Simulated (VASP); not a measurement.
## CsI: single point with r2SCAN

CsI:

```xyz
2
Lattice="4.5615 0.0000 0.0000 0.0000 4.5615 0.0000 0.0000 0.0000 4.5615" Properties=species:S:1:pos:R:3 pbc="T T T"
Cs    0.0000    0.0000    0.0000
I     2.2808    2.2808    2.2808
```

| Item | Value |
| --- | --- |
| Program | VASP 6.6.1 |
| Task | single point |
| Functional | r2SCAN |
| Potentials or basis | VASP PAW PBE potentials, release 64 (Cs_sv, I) |
| Cutoff | 550 eV |
| k mesh | 4 × 4 × 4 |
| Occupations | gaussian, width 0.01 eV |
| Spin | no spin polarisation |

The pressure is 0.5 GPa. The band gap on the k mesh is 4.60 eV (least direct gap 4.69 eV).

Levels at points of the mesh, in eV from the valence-band top:
```tsv
k point	band 5	band 6	band 7	band 8	band 9	band 10	band 11	band 12
(0.00, 0.00, 0.00)	-7.29	-0.09	-0.09	-0.09	4.60	4.60	4.61	8.41
(0.50, 0.00, 0.00)	-7.22	-1.56	-0.24	-0.24	5.65	7.16	7.35	7.36
(0.50, 0.50, 0.00)	-7.18	-0.88	-0.88	0.00	4.75	5.52	6.67	6.67
(0.50, 0.50, 0.50)	-7.54	-1.33	-1.33	-1.33	7.76	7.76	7.76	8.54
```

It took 110 s on 1 thread of Intel Xeon 8259CL, with other jobs on the host, peak memory 0.22 GiB.

Caveat: the PAW data sets were made with another functional, which shifts forces and pressure a little; spin-orbit coupling is left out, which moves the levels of the heavy elements. r2SCAN opens gaps a little over a GGA but as a rule still falls short of measured ones.
